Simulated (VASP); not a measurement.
Here is a VASP 6.6.1 calculation.

File INCAR:

```
PREC     = Accurate       # precision mode
ENCUT    = 520            # plane-wave cutoff, eV
EDIFF    = 1E-6           # SCF threshold, eV
ISMEAR   = 0              # smearing method
SIGMA    = 0.1            # smearing width, eV
LREAL    = False          # projectors in reciprocal space
LASPH    = True           # aspherical terms in the spheres
NELM     = 150            # most SCF steps
ALGO     = Fast           # electronic algorithm
ISIF     = 2              # what is computed and relaxed
LWAVE    = False          # write WAVECAR
LCHARG   = False          # write CHGCAR
ISPIN    = 2              # spin polarisation
MAGMOM   = 1.8 1.8        # initial moments
LORBIT   = 11             # projections on sites
LMAXMIX  = 4              # l up to which the mixer works
GGA      = PS             # functional
NBANDS   = 20             # bands
```

The input KPOINTS:

```
regular mesh
0
Gamma
  18 18 10
```

Contents of POSCAR:

```
Co
1.0
    2.4804923635      0.0000000000      0.0000000000
   -1.2402461818      2.1481694007      0.0000000000
    0.0000000000      0.0000000000      4.0095045065
Co
2
Direct
    0.3333333333      0.6666666667      0.2500000000
    0.6666666667      0.3333333333      0.7500000000
```

Potentials or basis: VASP PAW PBE potentials, release 64 (Co).

Command:

```console
$ cat potpaw_PBE.64/Co/POTCAR > POTCAR
$ mpirun -np 1 vasp_std > vasp.out
```

Question: What does it give for the site moments?

Answer: Co +1.60 μB.

Question: What does it give for the pressure?

Answer: -7.6 GPa.

Caveat: the cell stands under tension; the PAW data sets were made with another functional, which shifts forces and pressure a little.
